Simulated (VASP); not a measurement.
# GaP (F-43m) in VASP: a series of runs

GaP is run at these levels: r2SCAN; tasks: single point.

Program: VASP 6.6.1. These are calculated values, not measurements. Logs are shortened: lines on timing, memory, paths and dates and some standing lists are left out, and cuts for length are marked.

### Step 1. The cell of the first run

Symmetry: F-43m, No. 216, cubic system. The conventional cell has a = 5.558 Å, b = 5.558 Å, c = 5.558 Å, α = 90.00°, β = 90.00°, γ = 90.00°. Ga (site symmetry -43m) has 4 P at 2.41 Å within 3.2 Å. P (site symmetry -43m) has 4 Ga at 2.41 Å within 3.2 Å.

### Step 2. Single point, r2SCAN (volume changed by +6%)

The input, POSCAR:

```
GaP
1.0
    0.0000000000      2.7788520689      2.7788520689
    2.7788520689      0.0000000000      2.7788520689
    2.7788520689      2.7788520689      0.0000000000
Ga P
1 1
Direct
    0.0000000000      0.0000000000      0.0000000000
    0.2500000000      0.2500000000      0.2500000000
```

The input, INCAR.step1:

```
SYSTEM = GaP
  PREC = Accurate
  ENCUT = 520
  ISMEAR = 0
  SIGMA = 0.01
  LREAL = .False.
  LASPH = .True.
  NELM = 80
  NBANDS = 16
  GGA = PE
  ALGO = Normal
  EDIFF = 1E-4
  LWAVE = .True.
  LCHARG = .False.
```

The input, INCAR.step2:

```
SYSTEM = GaP
  PREC = Accurate
  ENCUT = 520
  EDIFF = 1E-6
  ISMEAR = 0
  SIGMA = 0.01
  LREAL = .False.
  LASPH = .True.
  NELM = 80
  ALGO = Normal
  ISIF = 2
  LWAVE = .False.
  LCHARG = .True.
  METAGGA = R2SCAN
  LMIXTAU = .True.
  LELF = .True.
  LVHAR = .True.
  NBANDS = 16
  ISTART = 1
```

The input, KPOINTS:

```
regular mesh
0
Gamma
  6 6 6
  0 0 0
```

Potentials or basis: VASP PAW PBE potentials, release 64 (Ga_d, P).

The run is started by

```bash
$ cat potpaw_PBE.64/Ga_d/POTCAR potpaw_PBE.64/P/POTCAR > POTCAR
$ cp INCAR.step1 INCAR
$ mpirun -np 1 vasp_std > vasp.out
$ cp INCAR.step2 INCAR
$ mpirun -np 1 vasp_std > vasp.out
```

OUTCAR:

```text
SYSTEM = GaP
   PREC = Accurate
   ENCUT = 520
   EDIFF = 1E-6
   ISMEAR = 0
   LREAL = .False.
   LASPH = .True.
   NELM = 80
   ISIF = 2
   METAGGA = R2SCAN
   ISTART = 1

 ion  position               nearest neighbor table
   1  0.000  0.000  0.000-   2 2.41   2 2.41   2 2.41   2 2.41
   2  0.250  0.250  0.250-   1 2.41   1 2.41   1 2.41   1 2.41

  LATTYP: Found a face centered cubic cell.
 ALAT       =     5.5577041378

  Lattice vectors:

 A1 = (   0.0000000000,   2.7788520689,   2.7788520689)
 A2 = (   2.7788520689,   0.0000000000,   2.7788520689)
 A3 = (   2.7788520689,   2.7788520689,   0.0000000000)

Analysis of symmetry for initial positions (statically):
=====================================================================
 Subroutine PRICEL returns:
 Original cell was already a primitive cell.

 Routine SETGRP: Setting up the symmetry group for a
 face centered cubic supercell.

 Subroutine GETGRP returns: Found 24 space group operations
 (whereof 24 operations were pure point group operations)
 out of a pool of 48 trial point group operations.

The static configuration has the point symmetry T_d .

Analysis of symmetry for dynamics (positions and initial velocities):
=====================================================================
 Subroutine PRICEL returns:
 Original cell was already a primitive cell.

 Routine SETGRP: Setting up the symmetry group for a
 face centered cubic supercell.

 Subroutine GETGRP returns: Found 24 space group operations
 (whereof 24 operations were pure point group operations)
 out of a pool of 48 trial point group operations.

The dynamic configuration has the point symmetry T_d .

 Subroutine INISYM returns: Found 24 space group operations
 (whereof 24 operations are pure point group operations),
 and found     1 'primitive' translations

----------------------------------------------------------------------------------------

                                     Primitive cell

  volume of cell :      42.9167

  direct lattice vectors                    reciprocal lattice vectors
     0.000000000  2.778852069  2.778852069    -0.179930413  0.179930413  0.179930413
     2.778852069  0.000000000  2.778852069     0.179930413 -0.179930413  0.179930413
     2.778852069  2.778852069  0.000000000     0.179930413  0.179930413 -0.179930413

  length of vectors
     3.929890284  3.929890284  3.929890284     0.311648617  0.311648617  0.311648617

  position of ions in fractional coordinates (direct lattice)
     0.000000000  0.000000000  0.000000000
     0.250000000  0.250000000  0.250000000

  ion indices of the primitive-cell ions
   primitive index   ion index
                 1           1
                 2           2

----------------------------------------------------------------------------------------

 KPOINTS: regular mesh

Automatic generation of k-mesh.
 Grid dimensions read from file:
 generate k-points for:    6    6    6

 Generating k-lattice:

  Cartesian coordinates                     Fractional coordinates (reciprocal lattice)
    -0.029988402  0.029988402  0.029988402     0.166666667  0.000000000  0.000000000
     0.029988402 -0.029988402  0.029988402     0.000000000  0.166666667  0.000000000
     0.029988402  0.029988402 -0.029988402     0.000000000  0.000000000  0.166666667

  Length of vectors
     0.051941436  0.051941436  0.051941436

  Shift w.r.t. Gamma in fractional coordinates (k-lattice)
     0.000000000  0.000000000  0.000000000

 Subroutine IBZKPT returns following result:
 ===========================================

 Found     16 irreducible k-points:

 Following reciprocal coordinates:
            Coordinates               Weight
  0.000000  0.000000  0.000000      1.000000
  0.166667  0.000000  0.000000      8.000000
  0.333333  0.000000  0.000000      8.000000
  0.500000  0.000000  0.000000      4.000000
  0.166667  0.166667  0.000000      6.000000
  0.333333  0.166667  0.000000     24.000000
[... 8 lines left out ...]
 -0.333333  0.333333  0.166667     24.000000
 -0.333333  0.500000  0.166667     12.000000
   k-points           NKPTS =     16   k-points in BZ     NKDIM =     16   number of bands    NBANDS=     16
   number of dos      NEDOS =    301   number of ions     NIONS =      2
   total plane-waves  NPLWV =  27000
   dimension x,y,z NGX =    30 NGY =   30 NGZ =   30
   dimension x,y,z NGXF=    60 NGYF=   60 NGZF=   60
   ions per type =               1   1
   NGX,Y,Z   is equivalent  to a cutoff of  12.69, 12.69, 12.69 a.u.
   NGXF,Y,Z  is equivalent  to a cutoff of  25.38, 25.38, 25.38 a.u.
 SYSTEM =  GaP
   PREC   = accura    normal or accurate (medium, high low for compatibility)
   ISTART =      1    job   : 0-new  1-cont  2-samecut
   ICHARG =      0    charge: 1-file 2-atom 10-const
   ISPIN  =      1    spin polarized calculation?
   LNONCOLLINEAR =      F non collinear calculations
   LSORBIT =      F    spin-orbit coupling
   LASPH  =      T    aspherical Exc in radial PAW
   ENCUT  =  520.0 eV  38.22 Ry    6.18 a.u.   7.31  7.31  7.31*2*pi/ulx,y,z
   NELM   =     80;   NELMIN=  2; NELMDL=  0     # of ELM steps
   EDIFF  = 0.1E-05   stopping-criterion for ELM
   LREAL  =      F    real-space projection
   EDIFFG = 0.1E-04   stopping-criterion for IOM
   NSW    =      0    number of steps for IOM
   IBRION =     -1    ionic relax: 0-MD 1-quasi-New 2-CG
   NFREE  =      0    steps in history (QN), initial steepest desc. (CG)
   ISIF   =      2    stress and relaxation
   ISYM   =      2    0-nonsym 1-usesym 2-fastsym
   POTIM  = 0.5000    time-step for ionic-motion
   TEBEG  =    0.0;   TEEND  =   0.0 temperature during run
   PSTRESS=    0.0 pullay stress
   NELECT =      18.0000    total number of electrons
   NUPDOWN=      -1.0000    fix difference up-down
   EMIN   =  10.00;   EMAX   =-10.00  energy-range for DOS
   EFERMI =   0.00;   METHOD = LEGACY
   ISMEAR =     0;   SIGMA  =   0.01  broadening in eV -4-tet -1-fermi 0-gaus
   EFERMI_NEDOS =   21; number of points for ismear=-14 and -15
   IALGO  =     38    algorithm
   IMIX   =      4    mixing-type and parameters
     AMIX     =   0.40;   BMIX     =  1.00
     AMIX_MAG =   1.60;   BMIX_MAG =  1.00
  volume/ion in A,a.u.               =      21.46       144.81
  Fermi-wavevector in a.u.,A,eV,Ry     =   1.225435  2.315736 20.431742  1.501691
  Thomas-Fermi vector in A             =   2.360473
   LORBIT       =      0    0 simple, 1 ext, 2 COOP (PROOUT), +10 PAW based schemes
   METAGGA = R2SCAN    functional components
   LHFCALC =     F    Hartree Fock is set to
   AEXX    =    0.0000 exact exchange contribution
   IVDW    =     0    specifies the selected vdW correction
   LEPSILON=     F    determine dielectric tensor
   LRPA    =     F    only Hartree local field effects (RPA)
 non-spin polarized calculation
 Gauss-broadening in eV      SIGMA  =   0.01
  energy-cutoff  :      520.00
  volume of cell :       42.92
 maximum number of plane-waves:      1173
 NGX is ok and might be reduce to    30
   NGX = 15   NGY = 15   NGZ = 15

 number of electron      18.0000013 magnetization

 Free energy of the ion-electron system (eV)
  ---------------------------------------------------
  ext. energy  EPLUGINS =         0.00000000
  ---------------------------------------------------
  free energy    TOTEN  =       -21.41488628 eV

  energy without entropy =      -21.41488628  energy(sigma->0) =      -21.41488628

 E-fermi :   3.9975     XC(G=0): -10.2645

 val. band max:        3.8850697863   @ k =   0.0000   0.0000   0.0000
 cond. band min:       5.7205076357   @ k =   0.0000   0.0000   0.0000
 fundamental gap:      1.8354378494
 Fermi energy:         3.9974643794

 k-point     1 :       0.0000    0.0000    0.0000
  band No.  band energies     occupation
      1     -11.0272      2.00000
      2     -11.0272      2.00000
      3     -11.0271      2.00000
      4     -10.9317      2.00000
      5     -10.9317      2.00000
      6      -8.6988      2.00000
[... 8 lines left out ...]
     15      14.0770      0.00000
     16      14.0770      0.00000

 k-point     2 :       0.1667    0.0000    0.0000
  band No.  band energies     occupation
      1     -11.0472      2.00000
      2     -11.0202      2.00000
      3     -11.0202      2.00000
      4     -10.9315      2.00000
      5     -10.9315      2.00000
      6      -8.3522      2.00000
[... 8 lines left out ...]
     15      13.2877      0.00000
     16      14.3197      0.00000

 k-point     3 :       0.3333    0.0000    0.0000
  band No.  band energies     occupation
      1     -11.0832      2.00000
      2     -11.0087      2.00000
      3     -11.0086      2.00000
      4     -10.9287      2.00000
      5     -10.9286      2.00000
      6      -7.4401      2.00000
[... 8 lines left out ...]
     15      13.9576      0.00000
     16      14.0039      0.00000

 k-point     4 :       0.5000    0.0000    0.0000
  band No.  band energies     occupation
      1     -11.0996      2.00000
      2     -11.0044      2.00000
      3     -11.0044      2.00000
      4     -10.9257      2.00000
      5     -10.9257      2.00000
      6      -6.7298      2.00000
[... 8 lines left out ...]
     15      16.0182      0.00000
     16      16.0182      0.00000
[... 172 lines left out ...]
 k-point    14 :       0.5000    0.3333    0.1667
  band No.  band energies     occupation
      1     -11.1060      2.00000
      2     -10.9958      2.00000
      3     -10.9867      2.00000
      4     -10.9433      2.00000
      5     -10.9221      2.00000
      6      -6.6961      2.00000
[... 8 lines left out ...]
     15      16.0352      0.00000
     16      17.5491      0.00000

 k-point    15 :      -0.3333    0.3333    0.1667
  band No.  band energies     occupation
      1     -11.1121      2.00000
      2     -10.9953      2.00000
      3     -10.9805      2.00000
      4     -10.9406      2.00000
      5     -10.9247      2.00000
      6      -6.0978      2.00000
[... 8 lines left out ...]
     15      16.7315      0.00000
     16      17.0464      0.00000

 k-point    16 :      -0.3333    0.5000    0.1667
  band No.  band energies     occupation
      1     -11.1220      2.00000
      2     -10.9859      2.00000
      3     -10.9726      2.00000
      4     -10.9495      2.00000
      5     -10.9199      2.00000
      6      -5.8176      2.00000
[... 8 lines left out ...]
     15      16.1845      0.00000
     16      17.8773      0.00000

------------------------ aborting loop because EDIFF is reached ----------------------------------------

  FORCE on cell =-STRESS in cart. coord.  units (eV):
  Direction    XX          YY          ZZ          XY          YZ          ZX
  --------------------------------------------------------------------------------------
  -------------------------------------------------------------------------------------
  Total       -1.1993787     -1.1993787     -1.1993787      0.0000000      0.0000000     -0.0000000
  in kB      -44.7755196    -44.7755196    -44.7755196      0.0000000      0.0000000     -0.0000000
  external PRESSURE =     -44.7755196 kB  Pullay stress =       0.0000000 kB

 VOLUME and BASIS-vectors are now :
 -----------------------------------------------------------------------------
  energy-cutoff  :      520.00
  volume of cell :       42.92
      direct lattice vectors                 reciprocal lattice vectors
     0.000000000  2.778852069  2.778852069    -0.179930413  0.179930413  0.179930413
     2.778852069  0.000000000  2.778852069     0.179930413 -0.179930413  0.179930413
     2.778852069  2.778852069  0.000000000     0.179930413  0.179930413 -0.179930413

 POSITION                                       TOTAL-FORCE (eV/Angst)
 -----------------------------------------------------------------------------------
      0.00000      0.00000      0.00000         0.000000      0.000000      0.000000
      1.38943      1.38943      1.38943        -0.000000     -0.000000     -0.000000
 -----------------------------------------------------------------------------------
    total drift:                                0.000004      0.000004      0.000003

  FREE ENERGIE OF THE ION-ELECTRON SYSTEM (eV)
  ---------------------------------------------------
  free  energy   TOTEN  =       -21.4148862784 eV

  energy  without entropy=      -21.4148862784  energy(sigma->0) =      -21.41488628
```

Wall time 46 s (1 thread of Intel Xeon Platinum 8488C (Sapphire Rapids), shared host); peak memory 0.17 GiB.

What came out:

| Item | Value |
| --- | --- |
| Free energy | -21.4149 eV |
| Pressure | -4.5 GPa |
| Band gap on the k mesh | 1.84 eV, direct |

Caveat: the cell differs from its parent crystal (volume changed by +6%); the PAW data sets were made with another functional, which shifts forces and pressure a little.

### Step 3. Single point, r2SCAN

This run uses another cell than the first one, of 20.24 Å³/atom, 0.943 times its volume.

The input, POSCAR:

```
GaP
1.0
    0.0000000000      2.7253992965      2.7253992965
    2.7253992965      0.0000000000      2.7253992965
    2.7253992965      2.7253992965      0.0000000000
Ga P
1 1
Direct
    0.0000000000      0.0000000000      0.0000000000
    0.2500000000      0.2500000000      0.2500000000
```

The input, INCAR.step1:

```
PREC = Accurate ; ENCUT = 520
ISMEAR = 0 ; SIGMA = 0.01
LREAL = False ; LASPH = True
NELM = 60 ; NBANDS = 16
GGA = PE ; ALGO = Normal
EDIFF = 1E-4 ; LWAVE = True
LCHARG = False
```

The input, INCAR.step2:

```
PREC = Accurate ; ENCUT = 520
EDIFF = 1E-7 ; ISMEAR = 0
SIGMA = 0.01 ; LREAL = False
LASPH = True ; NELM = 60
ALGO = Normal ; ISIF = 2
LWAVE = False ; LCHARG = True
METAGGA = R2SCAN ; LMIXTAU = True
LELF = True ; LVHAR = True
NBANDS = 16 ; ISTART = 1
```

The input, KPOINTS:

```
Automatic mesh
0
Gamma
  8 8 8
```

Potentials or basis: VASP PAW PBE potentials, release 64 (Ga_d, P).

The run is started by

```bash
$ cat potpaw_PBE.64/Ga_d/POTCAR potpaw_PBE.64/P/POTCAR > POTCAR
$ cp INCAR.step1 INCAR
$ mpirun -np 1 vasp_std > vasp.out
$ cp INCAR.step2 INCAR
$ mpirun -np 1 vasp_std > vasp.out
```

Wall time 1.8 min (1 thread of Intel Xeon Platinum 8488C (Sapphire Rapids), shared host); peak memory 0.18 GiB.

The run converged. Its results:

```yaml
Free_energy: -21.4631 eV
Pressure: 0.0 GPa
Band_gap_on_the_k_mesh: 1.90 eV, indirect (least direct gap 2.34 eV)
```

Levels at points of the mesh, in eV from the valence-band top:
```
           k point  band 6  band 7  band 8  band 9  band 10  band 11  band 12  band 13
(0.00, 0.00, 0.00)  -13.02    0.00    0.00    0.00     2.34     4.19     4.19     4.19
(0.50, 0.00, 0.00)  -10.86   -6.84   -1.17   -1.17     2.04     5.06     5.06     8.83
(0.50, 0.50, 0.00)   -9.92   -6.96   -2.80   -2.80     1.91     2.10    11.35    11.35
```

Caveat: the PAW data sets were made with another functional, which shifts forces and pressure a little. r2SCAN opens gaps a little over a GGA but as a rule still falls short of measured ones.
